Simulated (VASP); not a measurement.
# Sb (R-3m) in VASP: a series of runs, part 2 of 2

VASP 6.6.1. Earlier steps stand in the parts before.

### Step 3. Single point, PBE (strain -0.030 along x and y, +0.015 along z)

Contents of INCAR:

```
PREC = Accurate ; ENCUT = 520
EDIFF = 1E-6 ; ISMEAR = 0
SIGMA = 0.15 ; LREAL = F
LASPH = T ; NELM = 80
ALGO = Normal ; ISIF = 2
LWAVE = F ; LCHARG = T
GGA = PE ; LELF = T
LVHAR = T ; NBANDS = 12
```

Contents of KPOINTS:

```
Automatic mesh
0
Gamma
  12 12 12
```

Contents of POSCAR:

```
Sb
1.0
    2.0860823220      1.2044001902      3.8001600000
   -2.0860823220      1.2044001902      3.8001600000
    0.0000000000     -2.4088003803      3.8001600000
Sb
2
Direct
    0.2336400000      0.2336400000      0.2336400000
    0.7663600000      0.7663600000      0.7663600000
```

Potentials or basis: VASP PAW PBE potentials, release 64 (Sb).

Launch:

```
cat potpaw_PBE.64/Sb/POTCAR > POTCAR
mpirun -np 1 vasp_std > vasp.out
```

OUTCAR:

```text
PREC = Accurate
   ENCUT = 520
   EDIFF = 1E-6
   ISMEAR = 0
   LREAL = F
   LASPH = T
   NELM = 80
   ISIF = 2
   GGA = PE

 ion  position               nearest neighbor table
   1  0.234  0.234  0.234-   2 2.85   2 2.85   2 2.85   2 3.31   2 3.31   2 3.31
   2  0.766  0.766  0.766-   1 2.85   1 2.85   1 2.85   1 3.31   1 3.31   1 3.31

  LATTYP: Found a trigonal (rhomboedric) cell.
 ALAT       =     4.4992816424
 COS(alpha) =     0.5700613168

  Lattice vectors:

 A1 = (   2.0860823220,   1.2044001902,   3.8001600000)
 A2 = (  -2.0860823220,   1.2044001902,   3.8001600000)
 A3 = (   0.0000000000,  -2.4088003803,   3.8001600000)

Analysis of symmetry for initial positions (statically):
=====================================================================
 Subroutine PRICEL returns:
 Original cell was already a primitive cell.

 Routine SETGRP: Setting up the symmetry group for a
 trigonal (rhombohedral) supercell.

 Subroutine GETGRP returns: Found 12 space group operations
 (whereof 12 operations were pure point group operations)
 out of a pool of 12 trial point group operations.

The static configuration has the point symmetry D_3d.

Analysis of symmetry for dynamics (positions and initial velocities):
=====================================================================
 Subroutine PRICEL returns:
 Original cell was already a primitive cell.

 Routine SETGRP: Setting up the symmetry group for a
 trigonal (rhombohedral) supercell.

 Subroutine GETGRP returns: Found 12 space group operations
 (whereof 12 operations were pure point group operations)
 out of a pool of 12 trial point group operations.

The dynamic configuration has the point symmetry D_3d.

 Subroutine INISYM returns: Found 12 space group operations
 (whereof 12 operations are pure point group operations),
 and found     1 'primitive' translations

----------------------------------------------------------------------------------------

                                     Primitive cell

  volume of cell :      57.2869

  direct lattice vectors                    reciprocal lattice vectors
     2.086082322  1.204400190  3.800160000     0.239683734  0.138381468  0.087715605
    -2.086082322  1.204400190  3.800160000    -0.239683734  0.138381468  0.087715605
     0.000000000 -2.408800380  3.800160000     0.000000000 -0.276762936  0.087715605

  length of vectors
     4.499281642  4.499281642  4.499281642     0.290330416  0.290330416  0.290330416

  position of ions in fractional coordinates (direct lattice)
     0.233640000  0.233640000  0.233640000
     0.766360000  0.766360000  0.766360000

  ion indices of the primitive-cell ions
   primitive index   ion index
                 1           1
                 2           2

----------------------------------------------------------------------------------------

 KPOINTS: Automatic mesh

Automatic generation of k-mesh.
 Grid dimensions read from file:
 generate k-points for:   12   12   12

 Generating k-lattice:

  Cartesian coordinates                     Fractional coordinates (reciprocal lattice)
     0.019973644  0.011531789  0.007309634     0.083333333  0.000000000 -0.000000000
[... 42 lines left out ...]
   number of dos      NEDOS =    301   number of ions     NIONS =      2
   total plane-waves  NPLWV =  46656
   dimension x,y,z NGX =    36 NGY =   36 NGZ =   36
   dimension x,y,z NGXF=    72 NGYF=   72 NGZF=   72
   ions per type =               2
   NGX,Y,Z   is equivalent  to a cutoff of  13.30, 13.30, 13.30 a.u.
   NGXF,Y,Z  is equivalent  to a cutoff of  26.60, 26.60, 26.60 a.u.
 SYSTEM =  unknown system
   PREC   = accura    normal or accurate (medium, high low for compatibility)
   ISTART =      0    job   : 0-new  1-cont  2-samecut
   ICHARG =      2    charge: 1-file 2-atom 10-const
   ISPIN  =      1    spin polarized calculation?
   LNONCOLLINEAR =      F non collinear calculations
   LSORBIT =      F    spin-orbit coupling
   LASPH  =      T    aspherical Exc in radial PAW
   ENCUT  =  520.0 eV  38.22 Ry    6.18 a.u.   8.37  8.37  8.37*2*pi/ulx,y,z
   NELM   =     80;   NELMIN=  2; NELMDL= -5     # of ELM steps
   EDIFF  = 0.1E-05   stopping-criterion for ELM
   LREAL  =      F    real-space projection
   EDIFFG = 0.1E-04   stopping-criterion for IOM
   NSW    =      0    number of steps for IOM
   IBRION =     -1    ionic relax: 0-MD 1-quasi-New 2-CG
   NFREE  =      0    steps in history (QN), initial steepest desc. (CG)
   ISIF   =      2    stress and relaxation
   ISYM   =      2    0-nonsym 1-usesym 2-fastsym
   POTIM  = 0.5000    time-step for ionic-motion
   TEBEG  =    0.0;   TEEND  =   0.0 temperature during run
   PSTRESS=    0.0 pullay stress
   NELECT =      10.0000    total number of electrons
   NUPDOWN=      -1.0000    fix difference up-down
   EMIN   =  10.00;   EMAX   =-10.00  energy-range for DOS
   EFERMI =   0.00;   METHOD = LEGACY
   ISMEAR =     0;   SIGMA  =   0.15  broadening in eV -4-tet -1-fermi 0-gaus
   EFERMI_NEDOS =   21; number of points for ismear=-14 and -15
   IALGO  =     38    algorithm
   IMIX   =      4    mixing-type and parameters
     AMIX     =   0.40;   BMIX     =  1.00
     AMIX_MAG =   1.60;   BMIX_MAG =  1.00
  volume/ion in A,a.u.               =      28.64       193.30
  Fermi-wavevector in a.u.,A,eV,Ry     =   0.914934  1.728974 11.389491  0.837104
  Thomas-Fermi vector in A             =   2.039618
   LORBIT       =      0    0 simple, 1 ext, 2 COOP (PROOUT), +10 PAW based schemes
   GGA     = PE    functional components
   LHFCALC =     F    Hartree Fock is set to
   AEXX    =    0.0000 exact exchange contribution
   IVDW    =     0    specifies the selected vdW correction
   LEPSILON=     F    determine dielectric tensor
   LRPA    =     F    only Hartree local field effects (RPA)
 non-spin polarized calculation
 Gauss-broadening in eV      SIGMA  =   0.15
  energy-cutoff  :      520.00
  volume of cell :       57.29
 maximum number of plane-waves:      1581
 NGX is ok and might be reduce to    36
   NGX = 17   NGY = 17   NGZ = 17

 number of electron      10.0000000 magnetization

 Free energy of the ion-electron system (eV)
  ---------------------------------------------------
  ext. energy  EPLUGINS =         0.00000000
  ---------------------------------------------------
  free energy    TOTEN  =        -8.14374866 eV

  energy without entropy =       -8.13971558  energy(sigma->0) =       -8.14173212

 E-fermi :   7.9915     XC(G=0):  -9.7575

 val. band max:        7.9808485497   @ k =  -0.0833   0.5000   0.0833
 cond. band min:       8.0322941104   @ k =  -0.3333   0.0833  -0.0000
 fundamental gap:      0.0514455607
 Fermi energy:         7.9915028163

 k-point     1 :       0.0000    0.0000    0.0000
  band No.  band energies     occupation
      1      -5.1965      2.00000
      2       3.3834      2.00000
      3       5.4414      2.00000
      4       6.2585      2.00000
      5       6.2585      2.00000
      6      10.0561      0.00000
      7      10.7460      0.00000
      8      10.7460      0.00000
      9      13.2092      0.00000
     10      13.2092      0.00000
     11      13.2179      0.00000
     12      14.4890      0.00000
[... 331 lines left out ...]
 k-point    24 :      -0.4167    0.1667    0.0000
  band No.  band energies     occupation
      1      -2.4685      2.00000
      2      -1.6712      2.00000
      3       4.0242      2.00000
      4       5.3769      2.00000
      5       6.1500      2.00000
      6       8.6965      0.00000
      7       9.3307      0.00000
      8      11.2020      0.00000
      9      14.3376      0.00000
     10      15.3907      0.00000
     11      15.9617      0.00000
     12      17.5027      0.00000

 [... further k-points ...]

------------------------ aborting loop because EDIFF is reached ----------------------------------------

  FORCE on cell =-STRESS in cart. coord.  units (eV):
  Direction    XX          YY          ZZ          XY          YZ          ZX
  --------------------------------------------------------------------------------------
  -------------------------------------------------------------------------------------
  Total        2.7139136      2.7139136      1.8641022      0.0000000      0.0000000      0.0000000
  in kB       75.9016494     75.9016494     52.1344642      0.0000000      0.0000000      0.0000000
  external PRESSURE =      67.9792544 kB  Pullay stress =       0.0000000 kB

 VOLUME and BASIS-vectors are now :
 -----------------------------------------------------------------------------
  energy-cutoff  :      520.00
  volume of cell :       57.29
      direct lattice vectors                 reciprocal lattice vectors
     2.086082322  1.204400190  3.800160000     0.239683734  0.138381468  0.087715605
    -2.086082322  1.204400190  3.800160000    -0.239683734  0.138381468  0.087715605
     0.000000000 -2.408800380  3.800160000     0.000000000 -0.276762936  0.087715605

 POSITION                                       TOTAL-FORCE (eV/Angst)
 -----------------------------------------------------------------------------------
      0.00000      0.00000      2.66361         0.000000      0.000000      0.546446
      0.00000      0.00000      8.73687         0.000000     -0.000000     -0.546446
 -----------------------------------------------------------------------------------
    total drift:                                0.000000     -0.000000      0.000000

  FREE ENERGIE OF THE ION-ELECTRON SYSTEM (eV)
  ---------------------------------------------------
  free  energy   TOTEN  =        -8.1437486561 eV

  energy  without entropy=       -8.1397155844  energy(sigma->0) =       -8.14173212
```

Wall time 58 s (1 thread of AMD EPYC 9R45 (Zen 5), shared host); peak memory 0.25 GiB.

Results:

```
Free energy            : -8.1437 eV
Pressure               : 6.8 GPa
Largest force          : 0.546 eV/Å
Band gap on the k mesh : zero (bands 5 and 6 overlap by 0.41 eV)
```

Forces on the atoms (eV/Å):
```
Sb   0.000  0.000  0.546
Sb   0.000  0.000 -0.546
```

Stress tensor (GPa, compression positive):
```
7.59 0.00 0.00
0.00 7.59 0.00
0.00 0.00 5.21
```

Levels at points of the mesh, in eV from the Fermi level:
```
           k point  band 2  band 3  band 4  band 5  band 6  band 7  band 8  band 9
(0.00, 0.00, 0.00)   -4.61   -2.55   -1.73   -1.73    2.06    2.75    2.75    5.22
(0.50, 0.00, 0.00)   -9.84   -2.21   -2.07   -0.35   -0.17   -0.05    0.53    7.17
(0.50, 0.50, 0.00)   -8.14   -5.71   -4.14   -3.74    1.37    5.10    5.76    7.17
(0.50, 0.50, 0.50)   -9.29   -1.24   -1.24   -0.09    0.29    0.29    1.50    6.87
```

Caveat: the cell differs from its parent crystal (strain -0.030 along x and y, +0.015 along z); the cell stands under pressure; spin-orbit coupling is left out, which moves the levels of the heavy elements.

### Step 4. Single point, PBE (strain -0.015 along x and y, -0.015 along z)

Contents of INCAR:

```
SYSTEM = Sb
PREC     = Accurate       ! precision mode
ENCUT    = 520            ! plane-wave cutoff, eV
EDIFF    = 1E-7           ! SCF threshold, eV
ISMEAR   = 0              ! smearing method
SIGMA    = 0.15           ! smearing width, eV
LREAL    = .FALSE.        ! projectors in reciprocal space
LASPH    = .TRUE.         ! aspherical terms in the spheres
NELM     = 60             ! most SCF steps
ALGO     = Normal         ! electronic algorithm
ISIF     = 2              ! what is computed and relaxed
LWAVE    = .FALSE.        ! write WAVECAR
LCHARG   = .TRUE.         ! write CHGCAR
GGA      = PE             ! functional
LELF     = .TRUE.         ! ELF
LVHAR    = .TRUE.       
NBANDS   = 12             ! bands
```

Contents of KPOINTS:

```
Automatic mesh
0
G
  12 12 12
  0 0 0
```

Contents of POSCAR:

```
Sb
1.0
    2.1183413270      1.2230249354      3.6878400000
   -2.1183413270      1.2230249354      3.6878400000
    0.0000000000     -2.4460498707      3.6878400000
Sb
2
Direct
    0.2336400000      0.2336400000      0.2336400000
    0.7663600000      0.7663600000      0.7663600000
```

Launch:

```
cat potpaw_PBE.64/Sb/POTCAR > POTCAR
mpirun -np 1 vasp_std > vasp.out
```

It took 60 s on 1 thread of AMD EPYC 9R45 (Zen 5), shared host; peak memory 0.24 GiB.

The run converged. Its results:

| Quantity | Value |
| --- | --- |
| Free energy | -8.1652 eV |
| Pressure | 6.4 GPa |
| Largest force | 0.532 eV/Å |
| Band gap on the k mesh | zero (bands 5 and 6 overlap by 0.37 eV) |

Forces on the atoms (eV/Å):
```
Sb   0.000  0.000  0.532
Sb   0.000  0.000 -0.532
```

Stress tensor (GPa, compression positive):
```
6.83 0.00 0.00
0.00 6.83 0.00
0.00 0.00 5.66
```

Levels at points of the mesh, in eV from the Fermi level:
| k point | band 1 | band 2 | band 3 | band 4 | band 5 | band 6 | band 7 | band 8 | band 9 | band 10 |
| --- | --- | --- | --- | --- | --- | --- | --- | --- | --- | --- |
| (0.00, 0.00, 0.00) | -13.16 | -4.51 | -2.20 | -1.93 | -1.93 | 2.08 | 2.77 | 2.77 | 5.02 | 5.02 |
| (0.50, 0.00, 0.00) | -10.66 | -9.90 | -2.08 | -1.94 | -0.32 | -0.20 | 0.18 | 0.43 | 7.64 | 8.33 |
| (0.50, 0.50, 0.00) | -10.61 | -8.10 | -5.74 | -4.01 | -3.92 | 1.33 | 5.22 | 5.77 | 7.42 | 8.81 |
| (0.50, 0.50, 0.50) | -11.52 | -9.23 | -1.43 | -1.43 | -0.43 | 0.05 | 0.05 | 1.23 | 7.11 | 8.73 |

Caveat: the cell differs from its parent crystal (strain -0.015 along x and y, -0.015 along z); the cell stands under pressure; spin-orbit coupling is left out, which moves the levels of the heavy elements.

### Step 5. Overview

```tsv
cell	gap on the mesh (eV)	pressure (GPa)	largest force (eV/Å)
a = 4.452 Å, angles 55.9°, 2 atoms	none	7.9	0.65
a = 4.499 Å, angles 55.2°, 2 atoms	none	6.8	0.55
a = 4.425 Å, angles 57.2°, 2 atoms	none	6.4	0.53
```

Alike in all rows: task single point; level PBE; potentials or basis VASP PAW PBE potentials, release 64 (Sb); no spin polarisation; k mesh 12 × 12 × 12; cutoff (eV) 520; smearing gaussian 0.15 eV.

Caveats: the cell stands under pressure; spin-orbit coupling is left out, which moves the levels of the heavy elements.

Total energies depend on the potentials used, so only differences within one code and one set of settings carry meaning.

The gap in the log of VASP goes by the Fermi energy; the results here count the filled bands.